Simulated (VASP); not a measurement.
A run of VASP 6.6.1 is set up as follows.

The input INCAR:

```
SYSTEM = C
PREC = Accurate
ENCUT = 520
EDIFF = 1E-6
ISMEAR = 0
SIGMA = 0.05
LREAL = .FALSE.
LASPH = .TRUE.
NELM = 60
ALGO = Normal
ISIF = 2
LWAVE = .FALSE.
LCHARG = .FALSE.
GGA = CA
NBANDS = 11
```

KPOINTS

```
Automatic mesh
0
G
  14 14 14
  0 0 0
```

The input POSCAR:

```
C
1.0
    0.0000000000      2.0631900000      3.4484400000
    1.1911600000      0.0000000000      3.4484400000
    1.1911600000      2.0631900000      0.0000000000
C
2
Direct
    0.1666700000      0.8333300000      0.1666700000
    0.8333300000      0.1666700000      0.8333300000
```

Potentials or basis: VASP PAW LDA potentials, release 64 (C).

Launch:

```bash
$ cat potpaw_LDA.64/C/POTCAR > POTCAR
$ mpirun -np 1 vasp_std > vasp.out
```

Question: Predict the pressure.

Answer: 24.9 GPa.

Question: Predict the band gap on the k mesh.

Answer: 0.57 eV, indirect (least direct gap 0.69 eV).

Question: What does it give for the largest force?

Answer: 0.024 eV/Å.

Forces in eV/Å, atoms in the order of the input:
```
C    0.000  0.024  0.000
C    0.000 -0.024  0.000
```

Caveat: the cell differs from its parent crystal (strain -0.030 along x and y, +0.030 along z). A k mesh can miss the band edges.
